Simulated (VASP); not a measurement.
**Ge: single point with PBE**

Crystal: Ge.

```
Ge
1.0
     1.78539   -5.66363    0.00000
     1.78539    5.66363    0.00000
     0.00000    0.00000    4.72509
Ge
4
Direct
  0.09800 0.90200 0.91000
  0.59800 0.40200 0.59000
  0.90200 0.09800 0.09000
  0.40200 0.59800 0.41000
```

| Quantity | Value |
| --- | --- |
| Program | VASP 6.6.1 |
| Task | single point |
| Functional | PBE |
| Potentials or basis | VASP PAW PBE potentials, release 64 (Ge_d) |
| Cutoff | 520 eV |
| k mesh | 6 × 6 × 4 |
| Occupations | gaussian, width 0.1 eV |
| Spin | no spin polarisation |

```json
{
 "Pressure": "9.7 GPa",
 "Largest force": "1.495 eV/Å",
 "Band gap on the k mesh": "zero (bands 28 and 29 overlap by 1.52 eV)"
}
```

Forces in eV/Å, atoms in the order of the input:
```
Ge   0.000 -0.766  1.284
Ge   0.000 -0.766 -1.284
Ge   0.000  0.766 -1.284
Ge   0.000  0.766  1.284
```

Stress tensor (GPa, compression positive):
```
16.08  0.00  0.00
 0.00  2.60  0.00
 0.00  0.00 10.31
```

Levels at points of the mesh, in eV from the Fermi level:
| k point | band 26 | band 27 | band 28 | band 29 | band 30 | band 31 |
| --- | --- | --- | --- | --- | --- | --- |
| (0.00, 0.00, 0.00) | -1.94 | -0.96 | 0.04 | 0.72 | 1.44 | 3.25 |
| (0.50, 0.00, 0.00) | -2.24 | -0.64 | -0.64 | -0.08 | -0.08 | 3.34 |
| (0.50, 0.50, 0.00) | -2.73 | -1.16 | 1.00 | 1.10 | 2.48 | 3.13 |
| (0.00, 0.00, 0.50) | -2.12 | 0.04 | 0.04 | 1.56 | 1.56 | 4.03 |
| (0.50, 0.00, 0.50) | -2.83 | -2.61 | -2.61 | 0.70 | 0.70 | 4.05 |
| (0.50, 0.50, 0.50) | -0.03 | 0.34 | 0.34 | 1.07 | 1.07 | 3.94 |

It took 3 min on 1 thread of Intel(R) Xeon(R) Platinum 8259CL CPU @ 2.50GHz (Skylake/Cascade Lake), on a shared host, peak memory 0.3 GiB.

Caveat: the stress differs along the axes, from 3 to 16 GPa; forces of over 1 eV/Å act on the atoms, so gaps and moduli don't describe the material at rest.
